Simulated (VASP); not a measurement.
Wanted: the native input for a VASP 6.6.1 run.

```
Task                   : single point
Functional             : PBE
Potentials or basis    : VASP PAW PBE potentials, release 64 (Mn_pv, O)
Cutoff                 : 520 eV
k mesh                 : 12 × 12 × 8
Occupations            : gaussian, width 0.05 eV
Spin                   : collinear spin, antiferromagnetic start
Starting moments       : [5.0, -5.0, 0.0, 0.0] μB
Dipole correction      : no
Further INCAR settings : ALGO = Normal; EDIFF = 1e-07; NBANDS = 31
```

The structure of MnO lies in POSCAR:

```
MnO
1.0
    0.0000000000      2.2200320392     -2.2200320392
    0.0000000000      2.2200320392      2.2200320392
    4.4400640784      0.0000000000      0.0000000000
Mn O
2 2
Direct
    0.0000000000      0.0000000000      0.0000000000
    0.5000000000      0.5000000000      0.5000000000
    0.0000000000      1.0000000000      0.5000000000
    0.5000000000      1.5000000000      1.0000000000
```

The input as run:

INCAR

```
SYSTEM = MnO
ALGO = Normal
EDIFF = 1E-7
ENCUT = 520
GGA = PE
ISIF = 2
ISMEAR = 0
ISPIN = 2
LASPH = .True.
LCHARG = .False.
LMAXMIX = 4
LORBIT = 11
LREAL = .False.
LWAVE = .False.
MAGMOM = 5 -5 0 0
NBANDS = 31
NELM = 150
PREC = Accurate
SIGMA = 0.05
```

KPOINTS

```
k-points
0
Gamma
  12 12 8
  0 0 0
```

Potentials or basis: VASP PAW PBE potentials, release 64 (Mn_pv, O).

Launch:

```bash
$ cat potpaw_PBE.64/Mn_pv/POTCAR potpaw_PBE.64/O/POTCAR > POTCAR
$ mpirun -np 1 vasp_std > vasp.out
```

Results of the run:

```yaml
Pressure: 0.8 GPa
Band_gap_on_the_k_mesh: zero (filled and empty bands overlap)
Net_moment: 0.00 μB per cell
Site_moments: Mn +4.38, -4.38; O -0.08, +0.08 μB
Valence_electrons_inside_the_program's_atomic_spheres: Mn 11.35; O 4.98
```

Caveat: semilocal functionals often make such compounds metallic where correlation or magnetic order opens a gap, which also shifts bond lengths.

Wall time 4.4 min on 1 thread of Intel(R) Xeon(R) Platinum 8259CL CPU @ 2.50GHz (Skylake/Cascade Lake) (shared host), peak memory 0.36 GiB.
